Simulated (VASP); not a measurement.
Runs of VASP 6.6.1 on Te. The structure is that of space group Fd-3m (No. 227), or close to it. The cells are those of the table. This isn't the form of Te at room conditions, which is trigonal, of chains.

```tsv
task	cell	k mesh	cutoff (eV)	gap on the mesh (eV)	pressure (GPa)
single point	a = 5.130 Å, angles 60.0°, 2 atoms	12 × 12 × 12	520	none	0.0
relaxation of cell and atoms	relaxed from a = 4.793 Å, angles 60.0°, 2 atoms	8 × 8 × 8	600	none	0.0
single point	a = 5.197 Å, angles 60.0°, 2 atoms	9 × 9 × 9	520	none	-0.9
single point	a = 5.263 Å, angles 60.0°, 2 atoms	9 × 9 × 9	520	none	-1.6
single point	a = 4.989 Å, angles 60.0°, 2 atoms	9 × 9 × 9	520	none	2.4
single point	a = 5.130 Å, angles 60.0°, 2 atoms	8 × 8 × 8	520	none	0.0
single point	a = 4.916 Å, angles 60.0°, 2 atoms	9 × 9 × 9	520	none	(a)
single point	a = 5.060 Å, angles 60.0°, 2 atoms	9 × 9 × 9	520	none	1.1
single point	a = 5.130 Å, angles 60.0°, 2 atoms	9 × 9 × 9	520	none	0.0
single point	a = 5.327 Å, angles 60.0°, 2 atoms	9 × 9 × 9	520	none	(b)
```

Alike in all rows: level revPBE; potentials or basis VASP PAW PBE potentials, release 64 (Te); no spin polarisation; smearing fermi-dirac 0.1 eV.

Question: Fill in the values left out.

Answer: (a) 4.1; (b) -2.2.

Caveats: the PAW data sets were made with another functional, which shifts forces and pressure a little; spin-orbit coupling is left out, which moves the levels of the heavy elements; the cell stands under pressure (at least some runs).

A k mesh can miss the band edges, and the runs leave out spin-orbit coupling on Te.

A gap of «none» marks levels without a gap at the run's occupations.
